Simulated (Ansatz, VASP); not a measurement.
**Two plane-wave programs on Te2Mo**

The input INCAR:

```
  PREC = Accurate
  ENCUT = 520
  EDIFF = 1E-6
  ISMEAR = 0
  SIGMA = 0.05
  LREAL = False
  LASPH = True
  NELM = 80
  ALGO = Normal
  ISIF = 2
  LWAVE = False
  LCHARG = False
  NBANDS = 20
```

KPOINTS

```
regular mesh
0
Gamma
  12 12 2
```

File POSCAR:

```
Te2Mo
1.0
    3.5602328140      0.0000000000      0.0000000000
   -1.7801164070      3.0832520603      0.0000000000
    0.0000000000      0.0000000000     17.5240578200
Te Mo
2 1
Direct
    0.3333333333      0.6666666667      0.8978554500
    0.3333333333      0.6666666667      0.1021445500
   -0.0486499310     -0.0972998620      0.0000000000
```

Input for Ansatz:

```yaml
crystal:
  lattice:
    - [3.560232814, 0.0, 0.0]
    - [-1.780116407, 3.0832520603, 0.0]
    - [0.0, 0.0, 17.52405782]
  atoms:
    - { symbol: Te, position: [0.3333333333, 0.6666666667, 0.89785545] }
    - { symbol: Te, position: [0.3333333333, 0.6666666667, 0.10214455] }
    - { symbol: Mo, position: [-0.048649931, -0.097299862, 0.0] }
basis:
  ecutwfc: 420
kpoints:
  mp_grid: { grid: [12, 12, 2] }
hamiltonian:
  xc: lda
scf:
  occupations: { method: gaussian, width: 0.05 }
output:
  forces: true
  stress: true
  eigenvalues: true
  write_density: true
  write_potential: true
  elf: true
  volumetric_format: npy
```

Alike in both runs: task single point; functional LDA; k mesh 12 × 12 × 2; occupations gaussian, width 0.05 eV; no spin polarisation.

|  | VASP | Ansatz |
| --- | --- | --- |
| version | VASP 6.6.1 | Ansatz 0.2.0 |
| potentials or method | VASP PAW LDA potentials, release 64 (Te, Mo_sv), cutoff 520 eV | scalar-relativistic, plane waves, PAW |
| valence electrons in the cell | 26 | 46 |

Ansatz gave:

| Item | Value |
| --- | --- |
| gap on the k mesh at the Fermi level (eV) | 0.82 |
| least direct gap on the mesh (eV) | 0.96 |
| rms of the force components (eV/Å) | 1.394 |

Task: Which values does VASP return?

Result: gap on the k mesh at the Fermi level (eV): 0.82; least direct gap on the mesh (eV): 0.95; rms of the force components (eV/Å): 1.399.

LDA's correlation is that of Perdew and Zunger in VASP and of Perdew and Wang (1992) in Ansatz. Atom by atom the forces differ by 0.024 eV/Å (rms over components). VASP's potentials hold 26 valence electrons a cell and Ansatz's 46, so a difference there can come from the potentials and not from the codes. Ansatz's warnings: xc potential rough in thin density.

Spin-orbit coupling is off throughout.
